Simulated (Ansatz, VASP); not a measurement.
# TaF3 in VASP and in Ansatz

```
CELL_PARAMETERS angstrom
4.33195 0.00000 0.00000
-2.16598 3.75158 0.00000
0.00000 0.00000 2.91098
ATOMIC_POSITIONS crystal
Ta 0.00000 0.00000 0.50000
F 0.50000 0.00000 0.50000
F 0.00000 0.50000 0.50000
F 0.50000 0.50000 0.50000
```

Alike in both runs: functional PBE; k mesh 12 × 12 × 16; occupations gaussian, width 0.1 eV; no spin polarisation.

Ansatz relaxed the structure, and its values are those at the end. VASP's run is a single point on that final structure, the one shown.

```csv
,VASP,Ansatz
version,VASP 6.6.1,Ansatz 0.2.0
potentials or method,"VASP PAW PBE potentials, release 64 (Ta_sv_GW, F), cutoff 600 eV","scalar-relativistic, plane waves, PAW"
valence electrons in the cell,34,34
```

|  | VASP | Ansatz | Ansatz less VASP |
| --- | --- | --- | --- |
| gap on the k mesh at the Fermi level (eV) | none | none | - |
| pressure (GPa) | -0.5 | 0.0 | +0.55 |

A gap of «none» marks a metal or a gap that the smearing closes. With one functional, cell and mesh, what is left measures potentials, basis and numerics.

Spin-orbit coupling is off throughout.
